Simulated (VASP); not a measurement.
# W5C (P-3m1) in VASP: single point with PBE

Aim: the single point of W5C with PBE.

All numbers are computed with VASP 6.6.1; they aren't measurements. Logs are shortened: lines on timing, memory, paths and dates and some standing lists are left out, and cuts for length are marked.

## 1. The cell of the first run

The structure is trigonal, space group P-3m1 (No. 164). Conventional cell: a = 3.020 Å, b = 3.020 Å, c = 11.144 Å, α = 90.00°, β = 90.00°, γ = 120.00°. W (site symmetry 3m) has 3 C at 2.13 Å within 2.8 Å. Within 3.6 Å of W (site symmetry -3m) lie 12 W at 2.74 to 3.02 Å. W (site symmetry 3m) has 12 W at 2.74 to 3.02 Å within 3.6 Å. C (site symmetry -3m) has 6 W at 2.13 Å within 2.8 Å.

## 2. Single point, PBE

Input file INCAR:

```
PREC = Accurate
ENCUT = 520
EDIFF = 1E-6
ISMEAR = 0
SIGMA = 0.2
LREAL = F
LASPH = T
NELM = 100
ALGO = Normal
ISIF = 2
LWAVE = F
LCHARG = F
GGA = PE
NBANDS = 46
```

Input file KPOINTS:

```
regular mesh
0
Gamma
  6 6 2
```

Input file POSCAR:

```
W5C
1.0
    3.0198776977      0.0000000000      0.0000000000
   -1.5099388489      2.6152908025      0.0000000000
    0.0000000000      0.0000000000     11.1439746030
W C
5 1
Direct
    0.3333333333      0.6666666667      0.1104321655
    0.6666666667      0.3333333333      0.8895678345
    0.0000000000      0.0000000000      0.5000000000
    0.3333333333      0.6666666667      0.6897566291
    0.6666666667      0.3333333333      0.3102433709
    0.0000000000      0.0000000000      0.0000000000
```

Potentials or basis: VASP PAW PBE potentials, release 64 (W_sv, C).

Run with:

```
cat potpaw_PBE.64/W_sv/POTCAR potpaw_PBE.64/C/POTCAR > POTCAR
mpirun -np 1 vasp_std > vasp.out
```

OUTCAR:

```text
PREC = Accurate
   ENCUT = 520
   EDIFF = 1E-6
   ISMEAR = 0
   LREAL = F
   LASPH = T
   NELM = 100
   ISIF = 2
   GGA = PE

 ion  position               nearest neighbor table
   1  0.333  0.667  0.110-   6 2.13   6 2.13   6 2.13   5 2.83   5 2.83   5 2.83   2 3.02   2 3.02
                             2 3.02
   2  0.667  0.333  0.890-   6 2.13   6 2.13   6 2.13   4 2.83   4 2.83   4 2.83   1 3.02   1 3.02
                             1 3.02
   3  0.000  0.000  0.500-   4 2.74   5 2.74   4 2.74   5 2.74   5 2.74   4 2.74
   4  0.333  0.667  0.690-   3 2.74   3 2.74   3 2.74   2 2.83   2 2.83   2 2.83
   5  0.667  0.333  0.310-   3 2.74   3 2.74   3 2.74   1 2.83   1 2.83   1 2.83
   6  0.000  0.000  0.000-   1 2.13   2 2.13   1 2.13   2 2.13   2 2.13   1 2.13

  LATTYP: Found a hexagonal cell.
 ALAT       =     3.0198776977
 C/A-ratio  =     3.6902072595

  Lattice vectors:

 A1 = (   3.0198776977,   0.0000000000,   0.0000000000)
 A2 = (  -1.5099388489,   2.6152908025,   0.0000000000)
 A3 = (   0.0000000000,   0.0000000000,  11.1439746030)

Analysis of symmetry for initial positions (statically):
=====================================================================
 Subroutine PRICEL returns:
 Original cell was already a primitive cell.

 Routine SETGRP: Setting up the symmetry group for a
 hexagonal supercell.

 Subroutine GETGRP returns: Found 12 space group operations
 (whereof 12 operations were pure point group operations)
 out of a pool of 24 trial point group operations.

The static configuration has the point symmetry D_3d.

Analysis of symmetry for dynamics (positions and initial velocities):
=====================================================================
 Subroutine PRICEL returns:
 Original cell was already a primitive cell.

 Routine SETGRP: Setting up the symmetry group for a
 hexagonal supercell.

 Subroutine GETGRP returns: Found 12 space group operations
 (whereof 12 operations were pure point group operations)
 out of a pool of 24 trial point group operations.

The dynamic configuration has the point symmetry D_3d.

 Subroutine INISYM returns: Found 12 space group operations
 (whereof 12 operations are pure point group operations),
 and found     1 'primitive' translations

----------------------------------------------------------------------------------------

                                     Primitive cell

  volume of cell :      88.0135

  direct lattice vectors                    reciprocal lattice vectors
     3.019877698  0.000000000  0.000000000     0.331139238  0.191183328  0.000000000
    -1.509938849  2.615290803  0.000000000     0.000000000  0.382366657  0.000000000
     0.000000000  0.000000000 11.143974603     0.000000000  0.000000000  0.089734591

  length of vectors
     3.019877698  3.019877698 11.143974603     0.382366657  0.382366657  0.089734591

  position of ions in fractional coordinates (direct lattice)
     0.333333333  0.666666667  0.110432166
     0.666666667  0.333333333  0.889567834
     0.000000000  0.000000000  0.500000000
     0.333333333  0.666666667  0.689756629
     0.666666667  0.333333333  0.310243371
     0.000000000  0.000000000  0.000000000

  ion indices of the primitive-cell ions
   primitive index   ion index
                 1           1
                 2           2
                 3           3
                 4           4
                 5           5
                 6           6

----------------------------------------------------------------------------------------

 KPOINTS: regular mesh

Automatic generation of k-mesh.
 Grid dimensions read from file:
 generate k-points for:    6    6    2

 Generating k-lattice:

  Cartesian coordinates                     Fractional coordinates (reciprocal lattice)
     0.055189873  0.031863888  0.000000000     0.166666667 -0.000000000  0.000000000
     0.000000000  0.063727776  0.000000000     0.000000000  0.166666667  0.000000000
     0.000000000  0.000000000  0.044867295     0.000000000  0.000000000  0.500000000

  Length of vectors
     0.063727776  0.063727776  0.044867295

  Shift w.r.t. Gamma in fractional coordinates (k-lattice)
     0.000000000  0.000000000  0.000000000

 Subroutine IBZKPT returns following result:
 ===========================================

 Found     14 irreducible k-points:

 Following reciprocal coordinates:
            Coordinates               Weight
  0.000000  0.000000  0.000000      1.000000
  0.166667 -0.000000  0.000000      6.000000
  0.333333  0.000000  0.000000      6.000000
  0.500000  0.000000  0.000000      3.000000
  0.166667  0.166667  0.000000      6.000000
  0.333333  0.166667  0.000000     12.000000
  0.333333  0.333333  0.000000      2.000000
  0.000000  0.000000  0.500000      1.000000
  0.166667 -0.000000  0.500000      6.000000
  0.333333  0.000000  0.500000      6.000000
  0.500000  0.000000  0.500000      3.000000
  0.166667  0.166667  0.500000      6.000000
  0.333333  0.166667  0.500000     12.000000
  0.333333  0.333333  0.500000      2.000000
   k-points           NKPTS =     14   k-points in BZ     NKDIM =     14   number of bands    NBANDS=     46
   number of dos      NEDOS =    301   number of ions     NIONS =      6
   total plane-waves  NPLWV =  48384
   dimension x,y,z NGX =    24 NGY =   24 NGZ =   84
   dimension x,y,z NGXF=    48 NGYF=   48 NGZF=  168
   ions per type =               5   1
   NGX,Y,Z   is equivalent  to a cutoff of  13.21, 13.21, 12.53 a.u.
   NGXF,Y,Z  is equivalent  to a cutoff of  26.42, 26.42, 25.06 a.u.
 SYSTEM =  unknown system
   PREC   = accura    normal or accurate (medium, high low for compatibility)
   ISTART =      0    job   : 0-new  1-cont  2-samecut
   ICHARG =      2    charge: 1-file 2-atom 10-const
   ISPIN  =      1    spin polarized calculation?
   LNONCOLLINEAR =      F non collinear calculations
   LSORBIT =      F    spin-orbit coupling
   LASPH  =      T    aspherical Exc in radial PAW
   ENCUT  =  520.0 eV  38.22 Ry    6.18 a.u.   5.61  5.61 20.72*2*pi/ulx,y,z
   NELM   =    100;   NELMIN=  2; NELMDL= -5     # of ELM steps
   EDIFF  = 0.1E-05   stopping-criterion for ELM
   LREAL  =      F    real-space projection
   EDIFFG = 0.1E-04   stopping-criterion for IOM
   NSW    =      0    number of steps for IOM
   IBRION =     -1    ionic relax: 0-MD 1-quasi-New 2-CG
   NFREE  =      0    steps in history (QN), initial steepest desc. (CG)
   ISIF   =      2    stress and relaxation
   ISYM   =      2    0-nonsym 1-usesym 2-fastsym
   POTIM  = 0.5000    time-step for ionic-motion
   TEBEG  =    0.0;   TEEND  =   0.0 temperature during run
   PSTRESS=    0.0 pullay stress
   NELECT =      74.0000    total number of electrons
   NUPDOWN=      -1.0000    fix difference up-down
   EMIN   =  10.00;   EMAX   =-10.00  energy-range for DOS
   EFERMI =   0.00;   METHOD = LEGACY
   ISMEAR =     0;   SIGMA  =   0.20  broadening in eV -4-tet -1-fermi 0-gaus
   EFERMI_NEDOS =   21; number of points for ismear=-14 and -15
   IALGO  =     38    algorithm
   IMIX   =      4    mixing-type and parameters
     AMIX     =   0.40;   BMIX     =  1.00
     AMIX_MAG =   1.60;   BMIX_MAG =  1.00
  volume/ion in A,a.u.               =      14.67        98.99
  Fermi-wavevector in a.u.,A,eV,Ry     =   1.545144  2.919898 32.483495  2.387470
  Thomas-Fermi vector in A             =   2.650564
   LORBIT       =      0    0 simple, 1 ext, 2 COOP (PROOUT), +10 PAW based schemes
   GGA     = PE    functional components
   LHFCALC =     F    Hartree Fock is set to
   AEXX    =    0.0000 exact exchange contribution
   IVDW    =     0    specifies the selected vdW correction
   LEPSILON=     F    determine dielectric tensor
   LRPA    =     F    only Hartree local field effects (RPA)
 non-spin polarized calculation
 Gauss-broadening in eV      SIGMA  =   0.20
  energy-cutoff  :      520.00
  volume of cell :       88.01
 maximum number of plane-waves:      2398
 NGX is ok and might be reduce to    24
   NGX = 11   NGY = 11   NGZ = 41

 number of electron      73.9999989 magnetization

 Free energy of the ion-electron system (eV)
  ---------------------------------------------------
  ext. energy  EPLUGINS =         0.00000000
  ---------------------------------------------------
  free energy    TOTEN  =       -72.44999652 eV

  energy without entropy =      -72.35728554  energy(sigma->0) =      -72.40364103

 E-fermi :  10.8092     XC(G=0): -13.4044

 val. band max:       10.7825872958   @ k =   0.3333   0.0000   0.0000
 cond. band min:      10.8511988404   @ k =   0.1667  -0.0000   0.0000
 fundamental gap:      0.0686115447
 Fermi energy:        10.8091682960

 k-point     1 :       0.0000    0.0000    0.0000
  band No.  band energies     occupation
      1     -63.7669      2.00000
      2     -63.7385      2.00000
      3     -63.0481      2.00000
      4     -63.0134      2.00000
      5     -62.9040      2.00000
      6     -28.3040      2.00000
[... 38 lines left out ...]
     45      12.5054      0.00000
     46      12.5054      0.00000

 k-point     2 :       0.1667   -0.0000    0.0000
  band No.  band energies     occupation
      1     -63.7563      2.00000
      2     -63.7312      2.00000
      3     -63.0340      2.00000
      4     -63.0055      2.00000
      5     -62.9019      2.00000
      6     -28.2599      2.00000
[... 38 lines left out ...]
     45      13.0363      0.00000
     46      13.2865      0.00000

 k-point     3 :       0.3333    0.0000    0.0000
  band No.  band energies     occupation
      1     -63.7341      2.00000
      2     -63.7176      2.00000
      3     -63.0036      2.00000
      4     -62.9895      2.00000
      5     -62.8999      2.00000
      6     -28.2748      2.00000
[... 38 lines left out ...]
     45      13.6390      0.00000
     46      13.8817      0.00000

 k-point     4 :       0.5000    0.0000    0.0000
  band No.  band energies     occupation
      1     -63.7216      2.00000
      2     -63.7121      2.00000
      3     -62.9866      2.00000
      4     -62.9815      2.00000
      5     -62.9006      2.00000
      6     -28.4014      2.00000
[... 430 lines left out ...]
     45      13.0429      0.00000
     46      14.0423      0.00000

 k-point    13 :       0.3333    0.1667    0.5000
  band No.  band energies     occupation
      1     -63.7216      2.00000
      2     -63.7121      2.00000
      3     -62.9867      2.00000
      4     -62.9815      2.00000
      5     -62.9006      2.00000
      6     -28.3280      2.00000
[... 38 lines left out ...]
     45      14.5879      0.00000
     46      14.7929      0.00000

 k-point    14 :       0.3333    0.3333    0.5000
  band No.  band energies     occupation
      1     -63.7124      2.00000
      2     -63.7124      2.00000
      3     -62.9775      2.00000
      4     -62.9775      2.00000
      5     -62.9017      2.00000
      6     -28.2404      2.00000
[... 38 lines left out ...]
     45      14.4812      0.00000
     46      14.4817      0.00000

------------------------ aborting loop because EDIFF is reached ----------------------------------------

  FORCE on cell =-STRESS in cart. coord.  units (eV):
  Direction    XX          YY          ZZ          XY          YZ          ZX
  --------------------------------------------------------------------------------------
  -------------------------------------------------------------------------------------
  Total        0.4319358      0.4319358      0.2903607     -0.0000000      0.0000000      0.0000000
  in kB        7.8628554      7.8628554      5.2856574     -0.0000000      0.0000000      0.0000000
  external PRESSURE =       7.0037894 kB  Pullay stress =       0.0000000 kB

 VOLUME and BASIS-vectors are now :
 -----------------------------------------------------------------------------
  energy-cutoff  :      520.00
  volume of cell :       88.01
      direct lattice vectors                 reciprocal lattice vectors
     3.019877698  0.000000000  0.000000000     0.331139238  0.191183328  0.000000000
    -1.509938849  2.615290803  0.000000000     0.000000000  0.382366657  0.000000000
     0.000000000  0.000000000 11.143974603     0.000000000  0.000000000  0.089734591

 POSITION                                       TOTAL-FORCE (eV/Angst)
 -----------------------------------------------------------------------------------
     -0.00000      1.74353      1.23065         0.000000      0.000000      0.098801
      1.50994      0.87176      9.91332        -0.000000      0.000000     -0.098801
      0.00000      0.00000      5.57199         0.000000      0.000000      0.000000
     -0.00000      1.74353      7.68663         0.000000      0.000000      0.006496
      1.50994      0.87176      3.45734        -0.000000     -0.000000     -0.006496
      0.00000      0.00000      0.00000         0.000000      0.000000      0.000000
 -----------------------------------------------------------------------------------
    total drift:                                0.000000      0.000000      0.000000

  FREE ENERGIE OF THE ION-ELECTRON SYSTEM (eV)
  ---------------------------------------------------
  free  energy   TOTEN  =       -72.4499965160 eV

  energy  without entropy=      -72.3572855374  energy(sigma->0) =      -72.40364103
```

Run time: 44 s. Hardware: 1 thread of Intel Xeon 6975P-C (Granite Rapids), shared host; peak memory 0.22 GiB.

What came out:

```yaml
Free_energy: -72.4500 eV
Pressure: 0.7 GPa
Largest_force: 0.099 eV/Å
Band_gap_on_the_k_mesh: zero (band 37 reaches 11.79 eV, above the bottom of band 38 at 9.91 eV)
```

Forces in eV/Å, atoms in the order of the input:
```
W    0.000  0.000  0.099
W    0.000  0.000 -0.099
W    0.000  0.000  0.000
W    0.000  0.000  0.006
W    0.000  0.000 -0.006
C    0.000  0.000  0.000
```

Stress tensor (GPa, compression positive):
```
0.79 0.00 0.00
0.00 0.79 0.00
0.00 0.00 0.53
```

Caveat: the k points lie up to 0.40 Å⁻¹ apart; spin-orbit coupling is left out, which moves the levels of the heavy elements.
